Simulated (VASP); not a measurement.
## HfO2: single point with PBE

HfO2:

```
Hf O
1.0
     5.29454    0.00000    0.00000
     0.00000    5.06976    0.00000
     0.00000    0.00000    5.10187
Hf O
4 8
Direct
  0.00326 0.25163 0.20790
  0.49674 0.25163 0.70790
  0.50326 0.74837 0.20790
  0.99674 0.74837 0.70790
  0.30736 0.05682 0.39636
  0.19264 0.05682 0.89636
  0.79374 0.44622 0.50874
  0.70626 0.44622 0.00874
  0.20626 0.55378 0.00874
  0.29374 0.55378 0.50874
  0.80736 0.94318 0.39636
  0.69264 0.94318 0.89636
```

This cell differs from its parent crystal: atoms displaced along a vibrational mode.

* Program: VASP 6.6.1
* Task: single point
* Functional: PBE
* Potentials or basis: VASP PAW PBE potentials, release 64 (Hf_pv, O)
* Cutoff: 520 eV
* k mesh: 4 × 6 × 6
* Occupations: gaussian, width 0.01 eV
* Spin: no spin polarisation

```
Pressure               : 0.4 GPa
Largest force          : 0.301 eV/Å
Band gap on the k mesh : 3.88 eV (least direct gap 4.01 eV)
```

Forces on the atoms (eV/Å):
```
Hf   0.159  0.192  0.161
Hf  -0.159  0.192  0.161
Hf   0.159 -0.192  0.161
Hf  -0.159 -0.192  0.161
O    0.279 -0.075 -0.086
O   -0.279 -0.075 -0.086
O   -0.016  0.077 -0.075
O    0.016  0.077 -0.075
O    0.016 -0.077 -0.075
O   -0.016 -0.077 -0.075
O    0.279  0.075 -0.086
O   -0.279  0.075 -0.086
```

Stress tensor (GPa, compression positive):
```
-7.95  0.00  0.00
 0.00  5.07  0.00
 0.00  0.00  3.98
```

Levels at points of the mesh, in eV from the valence-band top:
```csv
k point,band 40,band 41,band 42,band 43,band 44,band 45,band 46,band 47,band 48,band 49
"(0.00, 0.00, 0.00)",-0.44,-0.25,-0.17,-0.11,0.00,4.01,4.28,4.48,4.59,4.61
"(0.50, 0.00, 0.00)",-0.54,-0.46,-0.46,-0.27,-0.27,4.86,4.86,5.06,5.06,5.08
"(0.00, 0.50, 0.00)",-0.79,-0.52,-0.46,-0.41,-0.40,4.71,4.75,4.79,4.92,4.94
"(0.50, 0.50, 0.00)",-1.46,-0.78,-0.78,-0.65,-0.65,4.29,4.29,4.44,4.44,5.32
"(0.00, 0.00, 0.50)",-0.73,-0.50,-0.50,-0.40,-0.40,4.76,4.76,4.88,4.88,4.93
"(0.50, 0.00, 0.50)",-1.54,-0.74,-0.74,-0.74,-0.74,4.42,4.42,4.42,4.42,5.37
"(0.00, 0.50, 0.50)",-1.52,-1.04,-1.04,-0.99,-0.99,4.43,4.43,4.65,4.65,5.35
"(0.50, 0.50, 0.50)",-1.75,-1.20,-1.20,-1.20,-1.20,3.88,3.88,3.88,3.88,5.03
```

Wall time 5.4 min on 1 thread of Intel(R) Xeon(R) Platinum 8488C (Sapphire Rapids), on a shared host, peak memory 0.41 GiB.

Caveat: the cell differs from its parent crystal (atoms displaced along a vibrational mode); spin-orbit coupling is left out, which moves the levels of the heavy elements. A k mesh can miss the band edges.
